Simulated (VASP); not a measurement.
The system is ZnTeOs.

```
Zn Te Os
1.0
     3.97738    0.00000    0.00000
     0.00000    3.97738    0.00000
     0.00000    0.00000    6.99969
Zn Te Os
2 2 2
Direct
  0.50000 0.00000 0.20550
  0.00000 0.50000 0.79450
  0.50000 0.00000 0.64850
  0.00000 0.50000 0.35150
  0.00000 0.00000 0.00000
  0.50000 0.50000 0.00000
```

```yaml
Program: VASP 6.6.1
Task: relaxation of cell and atoms
Functional: PBE
Potentials_or_basis: VASP PAW PBE potentials, release 64 (Zn, Te, Os)
Cutoff: 600 eV
k_mesh: 4 × 4 × 4
Occupations: gaussian, width 0.1 eV
Spin: no spin polarisation
```

At the start: pressure 10.5 GPa; volume 18.46 Å³/atom.

**Question.** How do energy, volume and symmetry change on relaxing?

**Answer.** Over 23 steps the energy falls by 485.8 meV/atom and the volume is 19.05 Å³/atom (+3.2 %); space group P4/nmm (No. 129, to 0.1 Å) before and after.

The path:
| step | energy change (eV) | largest force (eV/Å) | pressure (GPa) | volume (Å³) |
| --- | --- | --- | --- | --- |
| 1 | 0.0000 | 2.1758 | 10.54 | 110.73 |
| 2 | 0.0083 | 1.2260 | -11.21 | 131.30 |
| 3 | -0.4179 | 1.0137 | -2.51 | 120.17 |
| 4 | -0.6776 | 1.2189 | -2.32 | 118.50 |
| 5 | -1.6316 | 1.9450 | -0.51 | 113.19 |
| 6 | -1.9444 | 0.7602 | 19.63 | 101.20 |
| 7 | -2.4050 | 1.7725 | 3.68 | 108.41 |
| 8 | -2.5780 | 0.9339 | 9.69 | 104.89 |
| 9 | -2.6388 | 0.6156 | 8.87 | 105.69 |
| 10 | -2.6540 | 0.5196 | 8.22 | 106.49 |
| 11 | -2.7394 | 0.5258 | 5.77 | 108.06 |
| 12 | -2.8532 | 0.6922 | -0.33 | 112.69 |
| 13 | -2.8547 | 0.7288 | -0.86 | 113.24 |
| 14 | -2.8734 | 0.5828 | -0.62 | 113.23 |
| 15 | -2.9060 | 0.2135 | 0.36 | 113.19 |
| 16 | -2.9100 | 0.0997 | 0.87 | 113.17 |
| 17 | -2.9100 | 0.0905 | 0.92 | 113.17 |
| 18 | -2.9128 | 0.0910 | 0.33 | 113.79 |
| 19 | -2.9133 | 0.0921 | -0.17 | 114.30 |
| 20 | -2.9138 | 0.0706 | -0.14 | 114.31 |
| 21 | -2.9143 | 0.0733 | -0.02 | 114.34 |
| 22 | -2.9146 | 0.0551 | -0.02 | 114.32 |
| 23 | -2.9150 | 0.0020 | -0.07 | 114.28 |

Final structure:
```cif
data_structure
_symmetry_space_group_name_H-M 'P 1'
_symmetry_Int_Tables_number 1
_cell_length_a 4.3837
_cell_length_b 4.3837
_cell_length_c 5.9471
_cell_angle_alpha 90.000
_cell_angle_beta 90.000
_cell_angle_gamma 90.000
_cell_volume 114.28
loop_
_atom_site_label
_atom_site_type_symbol
_atom_site_fract_x
_atom_site_fract_y
_atom_site_fract_z
_atom_site_occupancy
Zn1 Zn 0.50000 0.00000 0.25993 1
Zn2 Zn 0.00000 0.50000 0.74007 1
Te1 Te 0.50000 0.00000 0.72390 1
Te2 Te 0.00000 0.50000 0.27610 1
Os1 Os 0.00000 0.00000 0.00000 1
Os2 Os 0.50000 0.50000 0.00000 1
```

Caveat: the k points lie up to 0.36 Å⁻¹ apart in the final cell, too coarse for converged energies and pressures of a metal; a cell axis changed by over 15 % at a fixed basis, so the end point is rough.
